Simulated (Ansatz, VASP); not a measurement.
# Two plane-wave programs on CoO

File INCAR:

```
SYSTEM = CoO
ALGO = Normal
EDIFF = 1E-6
ENCUT = 520
ISIF = 2
ISMEAR = -1
ISPIN = 2
LASPH = .TRUE.
LCHARG = .FALSE.
LMAXMIX = 4
LORBIT = 11
LREAL = .FALSE.
LWAVE = .FALSE.
MAGMOM = 2 0
NBANDS = 18
NELM = 150
PREC = Accurate
SIGMA = 0.05
```

File KPOINTS:

```
k-points
0
G
  12 12 12
  0 0 0
```

File POSCAR:

```
CoO
1.0
   -1.4978788897      1.4978788897      2.0931045106
    1.4978788897     -1.4978788897      2.0931045106
    1.4978788897      1.4978788897     -2.0931045106
Co O
1 1
Direct
    0.0000000000      0.0000000000      0.0000000000
    0.5000000000      0.5000000000      0.0000000000
```

File input.yaml:

```yaml
crystal:
  lattice:
    - [-1.4978788897, 1.4978788897, 2.0931045106]
    - [1.4978788897, -1.4978788897, 2.0931045106]
    - [1.4978788897, 1.4978788897, -2.0931045106]
  atoms:
    - { symbol: Co, position: [0.0, 0.0, 0.0], spin: 2.0 }
    - { symbol: O, position: [0.5, 0.5, 0.0] }
hamiltonian:
  xc: lda
  pseudopotentials: { kind: paw }
magnetization:
  spin_polarized: true
kpoints:
  mp_grid: { grid: [12, 12, 12] }
scf:
  occupations: { method: fermi_dirac, width: 0.05 }
output:
  forces: true
  stress: true
  eigenvalues: true
```

Alike in both runs: task single point; functional LDA; k mesh 12 × 12 × 12; occupations fermi-dirac, width 0.05 eV; collinear spin.

```csv
,VASP,Ansatz
version,VASP 6.6.1,Ansatz 0.2.0
potentials or method,"VASP PAW LDA potentials, release 64 (Co, O)",Ansatz PAW
plane-wave cutoff (eV),520,420
valence electrons in the cell,15,23
```

```csv
,VASP,Ansatz,Ansatz less VASP
gap on the k mesh at the Fermi level (eV),none,none,-
pressure (GPa),-17.9,-15.4,+2.51
"traceless stress, the component that is largest in VASP (GPa)",-0.14,-0.21,-0.074
net moment per atom (μB),1.27,1.38,+0.115
size of the moment on the site where the two differ most (μB),2.24,2.33,+0.090
```

The net moments are unlike, so the other rows may belong to different states. LDA's correlation is that of Perdew and Zunger in VASP and of Perdew and Wang (1992) in Ansatz. Site moments also hang on the region over which each program counts them. A gap of «none» marks a metal or a gap that the smearing closes. VASP's potentials hold 15 valence electrons a cell and Ansatz's 23, so a difference there can come from the potentials and not from the codes.
